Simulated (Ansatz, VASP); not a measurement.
# Sr in VASP and in Ansatz

```xyz
1
Lattice="0.0266 3.0423 3.0423 3.0690 0.0000 3.0690 3.0423 3.0423 0.0266" Properties=species:S:1:pos:R:3 pbc="T T T"
Sr    0.0000    0.0000    0.0000
```

Change from the starting cell: strain +0.0175 x Voigt [0, 0, 0, 0, 1, 0], atoms carried along.

Alike in both runs: task single point; functional PBEsol; k mesh 10 × 10 × 10; occupations gaussian, width 0.03 eV; no spin polarisation.

|  | VASP | Ansatz |
| --- | --- | --- |
| version | VASP 6.6.1 | Ansatz 0.2.0 |
| potentials or method | VASP PAW PBE potentials, release 64 (Sr_sv), cutoff 520 eV | scalar-relativistic, plane waves, PAW |
| valence electrons in the cell | 10 | 10 |

|  | VASP | Ansatz | Ansatz less VASP |
| --- | --- | --- | --- |
| gap on the k mesh at the Fermi level (eV) | none | none | - |
| pressure (GPa) | -0.9 | -0.9 | -0.01 |
| traceless stress, the component that is largest in VASP (GPa) | -0.07 | -0.07 | +0.004 |

VASP's potentials were made for PBE, not for PBEsol. A gap of «none» marks a metal or a gap that the smearing closes.
